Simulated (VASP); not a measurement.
A run of VASP 6.6.1 is set up as follows.

INCAR

```
PREC = Accurate
ENCUT = 520
EDIFF = 1E-6
ISMEAR = 0
SIGMA = 0.1
LREAL = False
LASPH = True
NELM = 100
ALGO = Normal
ISIF = 2
LWAVE = False
LCHARG = True
GGA = PE
LELF = True
LVHAR = True
NBANDS = 35
```

File KPOINTS:

```
Automatic mesh
0
Gamma
  6 6 4
```

File POSCAR:

```
MoS2
1.0
    1.6560155726     -8.5270328400      0.0000000000
    1.6560155726      8.5270328400      0.0000000000
    0.0000000000      0.0000000000      3.8890274450
Mo S
2 4
Direct
    0.8410600188      0.1589399812      0.7500000000
    0.1589399812      0.8410600188      0.2500000000
    0.5930982904      0.4069017096      0.7500000000
    0.4069017096      0.5930982904      0.2500000000
    0.2398069642      0.7601930358      0.7500000000
    0.7601930358      0.2398069642      0.2500000000
```

Potentials or basis: VASP PAW PBE potentials, release 64 (Mo_sv, S).

Run with:

```sh
$ cat potpaw_PBE.64/Mo_sv/POTCAR potpaw_PBE.64/S/POTCAR > POTCAR
$ mpirun -np 1 vasp_std > vasp.out
```

Predict the pressure.

0.2 GPa.

What does it give for the band gap on the k mesh?

Zero (band 26 reaches 8.27 eV, above the bottom of band 27 at 7.25 eV).

Forces on the atoms (eV/Å):
```
Mo   0.000 -0.048  0.000
Mo   0.000  0.048  0.000
S    0.000  0.001  0.000
S    0.000 -0.001  0.000
S    0.000 -0.005  0.000
S    0.000  0.005  0.000
```

Caveat: the k points lie up to 0.40 Å⁻¹ apart.
